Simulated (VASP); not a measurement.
A run of VASP 6.6.1 is set up as follows.

The input INCAR:

```
ALGO = Normal
EDIFF = 1E-6
EDIFFG = -0.01
ENCUT = 600
GGA = PE
IBRION = 2
ISIF = 3
ISMEAR = 0
LASPH = True
LCHARG = False
LREAL = False
LWAVE = False
NELM = 60
NSW = 100
PREC = Accurate
SIGMA = 0.02
```

File KPOINTS:

```
k-points
0
Gamma
  8 8 4
```

The input POSCAR:

```
ZnSe
1.0
    4.1012917991      0.0000000000      0.0000000000
    0.0000000000      4.1012917991      0.0000000000
    0.0000000000      0.0000000000      6.4758420127
Zn Se
2 2
Direct
    0.0000000000      0.0000000000      0.0000000000
    0.5000000000      0.5000000000      0.0000000000
    0.0000000000      0.5000000000      0.2301433435
    0.5000000000      0.0000000000      0.7698566565
```

Potentials or basis: VASP PAW PBE potentials, release 64 (Zn, Se).

The run is started by

```sh
$ cat potpaw_PBE.64/Zn/POTCAR potpaw_PBE.64/Se/POTCAR > POTCAR
$ mpirun -np 1 vasp_std > vasp.out
```

(1) Predict the space group after relaxing (to 0.1 Å).

(2) Estimate the relaxed volume.

(3) Estimate the relaxed cell.

(4) Estimate the band gap on the k mesh.

## Answers

(1) P4/nmm (No. 129).

(2) 27.30 Å³/atom.

(3) a = 4.105 Å, b = 4.105 Å, c = 6.482 Å, α = 90.00°, β = 90.00°, γ = 90.00°.

(4) 2.03 eV.
